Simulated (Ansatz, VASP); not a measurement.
Si2Cl: VASP beside Ansatz

File INCAR:

```
SYSTEM = Si2Cl
  PREC = Accurate
  ENCUT = 500
  EDIFF = 1E-6
  ISMEAR = 0
  SIGMA = 0.1
  LREAL = .FALSE.
  LASPH = .TRUE.
  NELM = 120
  ALGO = Normal
  ISIF = 2
  LWAVE = .FALSE.
  LCHARG = .TRUE.
  GGA = PE
  LELF = .TRUE.
  LVHAR = .TRUE.
  NBANDS = 14
  GGA_COMPAT = .FALSE.
```

Contents of KPOINTS:

```
Automatic mesh
0
G
  18 18 6
  0 0 0
```

Contents of POSCAR:

```
Si2Cl
1.0
    3.4470076278      0.0000000000      0.0000000000
   -1.7235038139      2.9851961727      0.0000000000
    0.0000000000      0.0000000000      7.3574369239
Si Cl
2 1
Direct
    0.3333333333      0.6666666667      0.9282429518
    0.6666666667      0.3333333333      0.7386680525
    0.3333333333      0.6666666667      0.2080889958
```

Input for Ansatz:

```yaml
crystal:
  lattice:
    - [3.4470076278, 0.0, 0.0]
    - [-1.7235038139, 2.9851961727, 0.0]
    - [0.0, 0.0, 7.3574369239]
  atoms:
    - { symbol: Si, position: [0.3333333333, 0.6666666667, 0.9282429518] }
    - { symbol: Si, position: [0.6666666667, 0.3333333333, 0.7386680525] }
    - { symbol: Cl, position: [0.3333333333, 0.6666666667, 0.2080889958] }
basis:
  ecutwfc: 420
kpoints:
  mp_grid: { grid: [18, 18, 6] }
hamiltonian:
  xc: pbe
scf:
  occupations: { method: gaussian, width: 0.1 }
  eigensolver: { kind: davidson }
output:
  forces: true
  eigenvalues: true
  stress: true
```

Alike in both runs: task single point; functional PBE; k mesh 18 × 18 × 6; occupations gaussian, width 0.1 eV; no spin polarisation.

```csv
,VASP,Ansatz
version,VASP 6.6.1,Ansatz 0.2.0
potentials or method,"VASP PAW PBE potentials, release 64 (Si, Cl), cutoff 500 eV","scalar-relativistic, plane waves, PAW"
valence electrons in the cell,15,15
```

VASP gave:

- gap on the k mesh at the Fermi level (eV): none
- pressure (GPa): -0.1
- traceless stress, the component that is largest in VASP (GPa): -0.14
- rms of the force components (eV/Å): 0.025

Question: Estimate Ansatz's values.

Answer: gap on the k mesh at the Fermi level (eV): none; pressure (GPa): 0.0; traceless stress, the component that is largest in VASP (GPa): 0.00; rms of the force components (eV/Å): 0.001.

Atom by atom the forces differ by 0.023 eV/Å (rms over components). A gap of «none» marks a metal or a gap that the smearing closes.
